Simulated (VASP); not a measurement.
Set up this calculation in VASP 6.6.1, as the native input.

| Property | Result |
| --- | --- |
| Task | single point |
| Functional | HSE06 |
| Potentials or basis | VASP PAW PBE potentials, release 64 (K_sv, I) |
| Cutoff | 520 eV |
| k mesh | 4 × 4 × 4 |
| Occupations | gaussian, width 0.01 eV |
| Spin | no spin polarisation |
| Dipole correction | no |
| Grid for exact exchange (PRECFOCK) | Normal |
| Further INCAR settings | ALGO = Normal; EDIFF = 1e-07; NBANDS = 15 |
| Share of exact exchange | 0.25 |
| Screening parameter | 0.2079 1/Å |

KI:

```
CELL_PARAMETERS angstrom
4.29094 0.00000 0.00000
0.00000 4.29094 0.00000
0.00000 0.00000 4.29094
ATOMIC_POSITIONS crystal
K 0.00000 0.00000 0.00000
I 0.50000 0.50000 0.50000
```

The input as run:

POSCAR

```
KI
1.0
    4.2909400946      0.0000000000      0.0000000000
    0.0000000000      4.2909400946      0.0000000000
    0.0000000000      0.0000000000      4.2909400946
K I
1 1
Direct
    0.0000000000      0.0000000000      0.0000000000
    0.5000000000      0.5000000000      0.5000000000
```

INCAR.step1

```
PREC = Accurate
ENCUT = 520
EDIFF = 1E-5
ISMEAR = 0
SIGMA = 0.01
LREAL = False
LASPH = True
NELM = 100
ALGO = Normal
ISIF = 2
LWAVE = True
LCHARG = False
GGA = PE
NBANDS = 15
```

INCAR.step2

```
PREC = Accurate
ENCUT = 520
EDIFF = 1E-7
ISMEAR = 0
SIGMA = 0.01
LREAL = False
LASPH = True
NELM = 100
ALGO = Normal
ISIF = 2
LWAVE = False
LCHARG = False
GGA = PE
LHFCALC = True
HFSCREEN = 0.2079
PRECFOCK = Normal
ISTART = 1
NBANDS = 15
```

KPOINTS

```
Automatic mesh
0
Gamma
  4 4 4
```

Potentials or basis: VASP PAW PBE potentials, release 64 (K_sv, I).

Run with:

```console
$ cat potpaw_PBE.64/K_sv/POTCAR potpaw_PBE.64/I/POTCAR > POTCAR
$ cp INCAR.step1 INCAR
$ mpirun -np 1 vasp_std > vasp.out
$ cp INCAR.step2 INCAR
$ mpirun -np 1 vasp_std > vasp.out
```

Results of the run:

```yaml
Pressure: 0.3 GPa
Band_gap_on_the_k_mesh: 4.30 eV (least direct gap 4.69 eV)
```

Caveat: the PAW data sets were made with another functional, which shifts forces and pressure a little; spin-orbit coupling is left out, which moves the levels of the heavy elements.

Run time: 7.2 min on 1 thread of Intel(R) Xeon(R) Platinum 8259CL CPU @ 2.50GHz (Skylake/Cascade Lake) (shared host), peak memory 0.29 GiB.
